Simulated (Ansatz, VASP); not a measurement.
# One calculation of PbSe, two programs

File POSCAR:

```
PbSe
1.0
    0.0000000000      3.0888743757      3.0888743757
    3.0888743757      0.0000000000      3.0888743757
    3.0888743757      3.0888743757      0.0000000000
Pb Se
1 1
Direct
    0.0000000000      0.0000000000      0.0000000000
    0.5000000000      0.5000000000      0.5000000000
```

The input INCAR.step1:

```
SYSTEM = PbSe
PREC = Accurate
ENCUT = 400
EDIFF = 1E-5
ISMEAR = 0
SIGMA = 0.01
LREAL = .False.
LASPH = .True.
NELM = 120
ALGO = Normal
ISIF = 2
LWAVE = .True.
LCHARG = .False.
GGA = PE
NBANDS = 17
GGA_COMPAT = .False.
```

INCAR.step2

```
SYSTEM = PbSe
PREC = Accurate
ENCUT = 400
EDIFF = 1E-6
ISMEAR = 0
SIGMA = 0.01
LREAL = .False.
LASPH = .True.
NELM = 120
ALGO = Normal
ISIF = 2
LWAVE = .False.
LCHARG = .False.
GGA = PE
LHFCALC = .True.
HFSCREEN = 0.2079
PRECFOCK = Normal
ISTART = 1
NBANDS = 17
GGA_COMPAT = .False.
```

KPOINTS

```
regular mesh
0
Gamma
  6 6 6
  0 0 0
```

Input for Ansatz:

```yaml
crystal:
  lattice:
    - [0.0, 3.0888743757, 3.0888743757]
    - [3.0888743757, 0.0, 3.0888743757]
    - [3.0888743757, 3.0888743757, 0.0]
  atoms:
    - { symbol: Pb, position: [0.0, 0.0, 0.0] }
    - { symbol: Se, position: [0.5, 0.5, 0.5] }
scf:
  occupations: { method: gaussian, width: 0.01 }
output:
  eigenvalues: true
  eigenstates:
    kpoints:
      - [0.5, 0.5, 0.5]
      - [0.49, 0.49, 0.49]
      - [0.48, 0.48, 0.48]
      - [0.46, 0.46, 0.46]
      - [0.51, 0.49, 0.5]
      - [0.52, 0.48, 0.5]
      - [0.54, 0.46, 0.5]
      - [0.15, 0.15, 0.3]
      - [0.17, 0.17, 0.34]
      - [0.19, 0.19, 0.38]
      - [0.21, 0.21, 0.42]
      - [0.23, 0.23, 0.46]
      - [0.25, 0.25, 0.5]
      - [0.27, 0.27, 0.54]
    top_band: c2
    e_range: [-1.2, 1.2]
hamiltonian:
  xc: hse06
kpoints:
  mp_grid: { grid: [6, 6, 6] }
```

Alike in both runs: task single point; functional HSE06; k mesh 6 × 6 × 6; occupations gaussian, width 0.01 eV; no spin polarisation.

|  | VASP | Ansatz |
| --- | --- | --- |
| version | VASP 6.6.1 | Ansatz 0.2.0 |
| potentials or method | VASP PAW PBE potentials, release 64 (Pb_d, Se) | scalar-relativistic, plane waves, PAW |
| plane-wave cutoff (eV) | 400 | 420 |
| valence electrons in the cell | 20 | 30 |

|  | VASP | Ansatz | Ansatz less VASP |
| --- | --- | --- | --- |
| gap on the k mesh at the Fermi level (eV) | 0.80 | 0.79 | -0.013 |
| least direct gap on the mesh (eV) | 0.80 | 0.79 | -0.013 |

The functional is the same, so the differences come from potentials, cutoffs and numerics. VASP's potentials hold 20 valence electrons a cell and Ansatz's 30, so a difference there can come from the potentials and not from the codes.

Spin-orbit coupling is off throughout.
